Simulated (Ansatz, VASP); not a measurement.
**Two plane-wave programs on MgO**

```
Mg O
1.0
     3.48638    0.00000    0.00000
    -1.74319    3.01929    0.00000
     0.00000    0.00000    4.17804
Mg O
2 2
Direct
  0.66667 0.33333 0.75000
  0.33333 0.66667 0.25000
  0.66667 0.33333 0.25000
  0.33333 0.66667 0.75000
```

Alike in both runs: task relaxation of cell and atoms; functional BLYP; dispersion D3(BJ); k mesh 6 × 6 × 4; no spin polarisation.

```csv
,VASP,Ansatz
version,VASP 6.6.1,Ansatz 0.2.0
potentials or method,"VASP PAW PBE potentials, release 64 (Mg, O)","plane waves, PAW"
plane-wave cutoff (eV),600,420
occupations,"gaussian, width 0.01 eV",fixed
valence electrons in the cell,16,32
```

|  | VASP | Ansatz | Ansatz less VASP |
| --- | --- | --- | --- |
| relaxed volume (Å³/atom) | 10.80 | 10.82 | +0.025 |
| relaxed cell length with the largest relative difference (Å) | 4.175 | 4.183 | +0.0077 |

VASP's potentials were made for PBE, not for BLYP. VASP's potentials hold 16 valence electrons a cell and Ansatz's 32, so a difference there can come from the potentials and not from the codes.
